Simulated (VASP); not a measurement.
A run of VASP 6.6.1 is set up as follows.

File INCAR:

```
PREC = Accurate ; ENCUT = 520
EDIFF = 1E-7 ; ISMEAR = -1
SIGMA = 0.1 ; LREAL = F
LASPH = T ; NELM = 80
ALGO = Normal ; ISIF = 2
LWAVE = F ; LCHARG = T
LELF = T ; LVHAR = T
NBANDS = 16
```

KPOINTS

```
regular mesh
0
Gamma
  17 17 17
```

Contents of POSCAR:

```
WC
1.0
    0.0000000000      1.8628051374      1.8628051374
    1.8628051374      0.0000000000      1.8628051374
    1.8628051374      1.8628051374      0.0000000000
W C
1 1
Direct
    0.0000000000      0.0000000000      0.0000000000
    0.5000000000      0.5000000000      0.5000000000
```

Potentials or basis: VASP PAW LDA potentials, release 64 (W_sv, C).

Run with:

```sh
$ cat potpaw_LDA.64/W_sv/POTCAR potpaw_LDA.64/C/POTCAR > POTCAR
$ mpirun -np 1 vasp_std > vasp.out
```

**Question.** Estimate the band gap on the k mesh.

**Answer.** Zero (band 9 reaches 23.57 eV, above the bottom of band 10 at 17.34 eV).

**Question.** Estimate the pressure.

**Answer.** 471.8 GPa.

Caveat: spin-orbit coupling is left out, which moves the levels of the heavy elements.
